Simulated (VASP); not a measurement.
# AlN (F-43m) in VASP: a series of runs

The runs below take AlN through vibrations by perturbation theory, elastic constants, with PBE.

Everything below comes from runs of VASP 6.6.1. Logs are shortened: lines on timing, memory, paths and dates and some standing lists are left out, and cuts for length are marked.

### 1 The cell of the first run

The structure is cubic, space group F-43m (No. 216). Conventional cell: a = 4.432 Å, b = 4.432 Å, c = 4.432 Å, α = 90.00°, β = 90.00°, γ = 90.00°. Al (site symmetry -43m) has 4 N at 1.92 Å within 2.5 Å. Within 2.5 Å of N (site symmetry -43m) lie 4 Al at 1.92 Å.

### 2 Vibrations by perturbation theory, PBE (phonons at volume x 1.02)

The input, INCAR:

```
ALGO = Normal ; EDIFF = 1E-8
ENCUT = 520 ; GGA = PE
IBRION = 8 ; ISIF = 2
ISMEAR = 0 ; LASPH = T
LCHARG = F ; LEPSILON = T
LREAL = F ; LWAVE = F
NELM = 60 ; NSW = 1
PREC = Accurate ; SIGMA = 0.01
```

The input, KPOINTS:

```
k-points
0
Gamma
  10 10 10
```

The input, POSCAR:

```
AlN
1.0
    0.0000000000      2.2161675774      2.2161675774
    2.2161675774      0.0000000000      2.2161675774
    2.2161675774      2.2161675774      0.0000000000
Al N
1 1
Direct
    0.0000000000      0.0000000000      0.0000000000
    0.7500000000      0.7500000000      0.7500000000
```

Potentials or basis: VASP PAW PBE potentials, release 64 (Al, N).

Run with:

```
cat potpaw_PBE.64/Al/POTCAR potpaw_PBE.64/N/POTCAR > POTCAR
mpirun -np 1 vasp_std > vasp.out
```

OUTCAR:

```text
EDIFF = 1E-8
   ENCUT = 520
   GGA = PE
   IBRION = 8
   ISIF = 2
   ISMEAR = 0
   LASPH = T
   LEPSILON = T
   LREAL = F
   NELM = 60
   NSW = 1
   PREC = Accurate

 ion  position               nearest neighbor table
   1  0.000  0.000  0.000-   2 1.92   2 1.92   2 1.92   2 1.92
   2  0.750  0.750  0.750-   1 1.92   1 1.92   1 1.92   1 1.92

  LATTYP: Found a face centered cubic cell.
 ALAT       =     4.4323351548

  Lattice vectors:

 A1 = (   0.0000000000,   2.2161675774,   2.2161675774)
 A2 = (   2.2161675774,   0.0000000000,   2.2161675774)
 A3 = (   2.2161675774,   2.2161675774,   0.0000000000)

Analysis of symmetry for initial positions (statically):
=====================================================================
 Subroutine PRICEL returns:
 Original cell was already a primitive cell.

 Routine SETGRP: Setting up the symmetry group for a
 face centered cubic supercell.

 Subroutine GETGRP returns: Found 24 space group operations
 (whereof 24 operations were pure point group operations)
 out of a pool of 48 trial point group operations.

The static configuration has the point symmetry T_d .

Analysis of symmetry for dynamics (positions and initial velocities):
=====================================================================
 Subroutine PRICEL returns:
 Original cell was already a primitive cell.

 Routine SETGRP: Setting up the symmetry group for a
 face centered cubic supercell.

 Subroutine GETGRP returns: Found 24 space group operations
 (whereof 24 operations were pure point group operations)
 out of a pool of 48 trial point group operations.

The dynamic configuration has the point symmetry T_d .

 Subroutine INISYM returns: Found 24 space group operations
 (whereof 24 operations are pure point group operations),
 and found     1 'primitive' translations

----------------------------------------------------------------------------------------

                                     Primitive cell

  volume of cell :      21.7690

  direct lattice vectors                    reciprocal lattice vectors
     0.000000000  2.216167577  2.216167577    -0.225614708  0.225614708  0.225614708
     2.216167577  0.000000000  2.216167577     0.225614708 -0.225614708  0.225614708
     2.216167577  2.216167577  0.000000000     0.225614708  0.225614708 -0.225614708

  length of vectors
     3.134134244  3.134134244  3.134134244     0.390776137  0.390776137  0.390776137

  position of ions in fractional coordinates (direct lattice)
     0.000000000  0.000000000  0.000000000
     0.750000000  0.750000000  0.750000000

  ion indices of the primitive-cell ions
   primitive index   ion index
                 1           1
                 2           2

----------------------------------------------------------------------------------------

 KPOINTS: k-points

Automatic generation of k-mesh.
 Grid dimensions read from file:
 generate k-points for:   10   10   10

 Generating k-lattice:

[... 411 lines left out ...]
 ------------------------------------------------------

 Free energy of the ion-electron system (eV)
  ---------------------------------------------------
  ---------------------------------------------------
  free energy    TOTEN  =        -0.24333294 eV

  energy without entropy =       -0.24333294

------------------------ aborting loop because EDIFF is reached ----------------------------------------

--------------------------------------- Ionic step        2  -------------------------------------------

------------------------ aborting loop because EDIFF is reached ----------------------------------------

--------------------------------------- Ionic step        3  -------------------------------------------

------------------------ aborting loop because EDIFF is reached ----------------------------------------

 PIEZOELECTRIC TENSOR FIELD DIRECTION 3  (e Angst)
 -----------------------------------------------------------------------------
    -0.00043  0.87010  0.00000           ( -0.00000  0.00511  0.00000)
     0.87010 -0.00043  0.00000           (  0.00511 -0.00000  0.00000)
     0.00000  0.00000  0.00046           (  0.00000  0.00000 -0.00000)

 PIEZOELECTRIC TENSOR FIELD DIRECTION 3  (C/m^2)
 -----------------------------------------------------------------------------
    -0.00031  0.64039  0.00000
     0.64039 -0.00031  0.00000
     0.00000  0.00000  0.00034

--------------------------------------- Ionic step        4  -------------------------------------------

------------------------ aborting loop because EDIFF is reached ----------------------------------------

[... ionic steps 5 to 6 ...]

--------------------------------------- Ionic step        7  -------------------------------------------

 Free energy of the ion-electron system (eV)
  ---------------------------------------------------
  ---------------------------------------------------
  free energy    TOTEN  =        -0.23764013 eV

  energy without entropy =       -0.23764013

------------------------ aborting loop because EDIFF is reached ----------------------------------------

 INTERNAL STRAIN TENSOR  FOR ION    2  DIRECTION 1   (eV/Angst):
 -----------------------------------------------------------------------------
    -0.00003  0.00000  0.00000
     0.00000  0.00031  6.98491
     0.00000  6.98491  0.00031

 MACROSCOPIC STATIC DIELECTRIC TENSOR (including local field effects in DFT)
 ------------------------------------------------------
           4.665276     0.000000    -0.000000
           0.000000     4.665276     0.000000
          -0.000000     0.000000     4.665276
 ------------------------------------------------------

 PIEZOELECTRIC TENSOR (including local field effects)  for field in x, y, z        (e  Angst)
          XX          YY          ZZ          XY          YZ          ZX
  --------------------------------------------------------------------------------
  x    -0.00000     0.00000    -0.00000     0.00000     0.86974     0.00000
  y    -0.00000     0.00000    -0.00000     0.00000     0.00000     0.86974
  z     0.00000     0.00000     0.00000     0.86974     0.00000     0.00000

 PIEZOELECTRIC TENSOR (including local field effects)  for field in x, y, z        (C/m^2)
          XX          YY          ZZ          XY          YZ          ZX
  --------------------------------------------------------------------------------
  x    -0.00000     0.00000    -0.00000     0.00000     0.64012     0.00000
  y    -0.00000     0.00000    -0.00000     0.00000     0.00000     0.64012
  z     0.00000     0.00000     0.00000     0.64012     0.00000     0.00000

 BORN EFFECTIVE CHARGES (including local field effects) (in |e|, cummulative output)
 ---------------------------------------------------------------------------------
 ion    1
    1     2.54028    -0.00000    -0.00000
    2     0.00000     2.54028     0.00000
    3     0.00000     0.00000     2.54028
 ion    2
    1    -2.54028     0.00000     0.00000
    2    -0.00000    -2.54028     0.00000
    3     0.00000     0.00000    -2.54028

 INTERNAL STRAIN TENSOR FOR ION    2 for displacements in x,y,z  (eV/Angst):
          X           Y           Z          XY          YZ          ZX
  --------------------------------------------------------------------------------
  x     0.00000     0.00000     0.00000     0.00000     6.98491     0.00000
  y    -0.00000     0.00000    -0.00000     0.00000     0.00000     6.98491
  z     0.00000     0.00000     0.00000     6.98491     0.00000     0.00000

 SECOND DERIVATIVES (NOT SYMMETRIZED)
 ------------------------------------
               1X          1Y          1Z          2X          2Y          2Z
  1X   -12.919265    0.000000    0.000000   12.919265    0.000000    0.000000
  1Y     0.000000  -12.919265    0.000000    0.000000   12.919265    0.000000
  1Z     0.000000    0.000000  -12.919265    0.000000    0.000000   12.919265
  2X    12.926886    0.000000    0.000000  -12.926886    0.000000    0.000000
  2Y     0.000000   12.926886    0.000000    0.000000  -12.926886    0.000000
  2Z     0.000000    0.000000   12.926886    0.000000    0.000000  -12.926886

 Eigenvectors and eigenvalues of the dynamical matrix
 ----------------------------------------------------

   1 f  =   18.511516 THz   116.311283 2PiTHz  617.477694 cm-1    76.557442 meV
             X         Y         Z           dx          dy          dz
      0.000000  0.000000  0.000000     0.000000    0.000000   -0.584384
      3.324251  3.324251  3.324251     0.000000    0.000000    0.811477
[... 21 lines left out ...]
   6 f/i=    0.002589 THz     0.016265 2PiTHz    0.086349 cm-1     0.010706 meV
             X         Y         Z           dx          dy          dz
      0.000000  0.000000  0.000000    -0.169567    0.793563    0.000000
      3.324251  3.324251  3.324251    -0.122113    0.571484    0.000000

--------------------------------------------------------------------------------------------------------

 MACROSCOPIC STATIC DIELECTRIC TENSOR IONIC CONTRIBUTION
 ------------------------------------------------------
           4.150731     0.000000    -0.000000
           0.000000     4.150731     0.000000
          -0.000000     0.000000     4.150731
 ------------------------------------------------------

 ELASTIC MODULI CONTR FROM IONIC RELAXATION (kBar)
 Direction    XX          YY          ZZ          XY          YZ          ZX
 --------------------------------------------------------------------------------
 XX          -0.0000     -0.0000     -0.0000     -0.0000      0.0000      0.0000
 YY          -0.0000     -0.0000     -0.0000     -0.0000     -0.0000      0.0000
 ZZ          -0.0000     -0.0000     -0.0000      0.0000     -0.0000      0.0000
 XY          -0.0000     -0.0000      0.0000   -257.8913      0.0000      0.0000
 YZ           0.0000     -0.0000     -0.0000      0.0000   -257.8913      0.0000
 ZX           0.0000      0.0000      0.0000      0.0000      0.0000   -257.8913
 --------------------------------------------------------------------------------

 PIEZOELECTRIC TENSOR IONIC CONTR  for field in x, y, z        (C/m^2)
          XX          YY          ZZ          XY          YZ          ZX
  --------------------------------------------------------------------------------
  x    -0.00000    -0.00000    -0.00000     0.00000    -0.97354     0.00000
  y     0.00000    -0.00000     0.00000     0.00000    -0.00000    -0.97354
  z    -0.00000    -0.00000     0.00000    -0.97354     0.00000     0.00000
```

It took 92 s on 1 thread of Intel Xeon Platinum 8375C at 2.90GHz (Ice Lake), shared host; peak memory 0.2 GiB.

Results:

| Item | Value |
| --- | --- |
| Electronic dielectric tensor (diagonal) | 4.67 |
| Born charges (mean of the diagonal) | Al +2.54; N -2.54 e |
| Highest phonon frequency at Γ, LO-TO splitting left out | 617 cm⁻¹ |

Phonon frequencies in cm⁻¹ (negative: imaginary):
```tsv
q point	frequencies
(0.000, 0.000, 0.000)	0 0 0 617 617 617
```

Electronic dielectric tensor:
```
4.67 0.00 0.00
0.00 4.67 0.00
0.00 0.00 4.67
```

Born effective charge tensors (e):
atom 1, Al
```
2.54 0.00 0.00
0.00 2.54 0.00
0.00 0.00 2.54
```
atom 2, N
```
-2.54  0.00  0.00
 0.00 -2.54  0.00
 0.00  0.00 -2.54
```

Caveat: the cell differs from its parent crystal (phonons at volume x 1.02); the cell wasn't relaxed at this level first, which shifts response properties.

### 3 Elastic constants, PBE

This run uses another cell than the first one, of 9.70 Å³/atom, 0.892 times its volume.

The input, INCAR:

```
SYSTEM = AlN
ALGO     = Normal         ! electronic algorithm
EDIFF    = 1E-8           ! SCF threshold, eV
ENCUT    = 600            ! plane-wave cutoff, eV
GGA      = PE             ! functional
IBRION   = 6              ! ionic algorithm
ISIF     = 3              ! what is computed and relaxed
ISMEAR   = 0              ! smearing method
LASPH    = .True.         ! aspherical terms in the spheres
LCHARG   = .True.         ! write CHGCAR
LREAL    = .False.        ! projectors in reciprocal space
LWAVE    = .False.        ! write WAVECAR
NELM     = 100            ! most SCF steps
NFREE    = 2            
NSW      = 1              ! ionic steps
POTIM    = 0.015          ! step
PREC     = Accurate       ! precision mode
SIGMA    = 0.01           ! smearing width, eV
```

The input, KPOINTS:

```
k-points
0
Gamma
  10 10 10
  0 0 0
```

The input, POSCAR:

```
AlN
1.0
    0.0000000000      2.1330057111      2.1330057111
    2.1330057111      0.0000000000      2.1330057111
    2.1330057111      2.1330057111      0.0000000000
Al N
1 1
Direct
    0.0000000000      0.0000000000      0.0000000000
    0.7500000000      0.7500000000      0.7500000000
```

Potentials or basis: VASP PAW PBE potentials, release 64 (Al, N).

Run with:

```
cat potpaw_PBE.64/Al/POTCAR potpaw_PBE.64/N/POTCAR > POTCAR
mpirun -np 1 vasp_std > vasp.out
```

It took 2.9 min on 1 thread of Intel Xeon Platinum 8375C at 2.90GHz (Ice Lake), shared host; peak memory 0.24 GiB.

It converged, with:

| Property | Result |
| --- | --- |
| Elastic constants C11, C12, C44 | 333, 214, 196 GPa |
| Voigt bulk modulus | 253 GPa |
| Highest phonon frequency at Γ, LO-TO splitting left out | 728 cm⁻¹ |

Phonon frequencies in cm⁻¹ (negative: imaginary):
| q point | frequencies |
| --- | --- |
| (0.000, 0.000, 0.000) | 0 0 0 728 728 728 |

Elastic tensor in Voigt notation (GPa, in the Cartesian axes of the cell as first typed):
```
333 214 214   0   0   0
214 333 214   0   0   0
214 214 333   0   0   0
  0   0   0 196   0   0
  0   0   0   0 196   0
  0   0   0   0   0 196
```

Clamped-ion elastic tensor (GPa):
```
333 214 214   0   0   0
214 333 214   0   0   0
214 214 333   0   0   0
  0   0   0 279   0   0
  0   0   0   0 279   0
  0   0   0   0   0 279
```

Caveat: the cell is under stress, which shifts elastic constants.
